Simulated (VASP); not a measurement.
Runs of VASP 6.6.1 on Ag. The structure is that of space group Im-3m (No. 229), or close to it. The cells are those of the table. 

```csv
task,cell,cutoff (eV),gap on the mesh (eV),pressure (GPa)
relaxation of cell and atoms,"relaxed to 31 GPa from a = 2.676 Å, angles 109.5°, 1 atom",600,none,31.0
single point,"a = 2.675 Å, angles 109.5°, 1 atom",520,none,(a)
single point,"a = 2.676 Å, angles 109.5°, 1 atom",520,none,30.5
relaxation of cell and atoms,"relaxed to 31 GPa from a = 2.671 Å, angles 109.5°, 1 atom",600,none,31.0
```

Alike in all rows: level PBE; potentials or basis VASP PAW PBE potentials, release 64 (Ag); no spin polarisation; k mesh 17 × 17 × 17; smearing fermi-dirac 0.08 eV.

Task: Fill in the values left out.

Result: (a) 30.6.

Caveats: the cell is relaxed towards a set pressure, so the enthalpy falls and the energy may rise (some runs).

A k mesh can miss the band edges, and the runs leave out spin-orbit coupling on Ag.

A gap of «none» marks levels without a gap at the run's occupations.
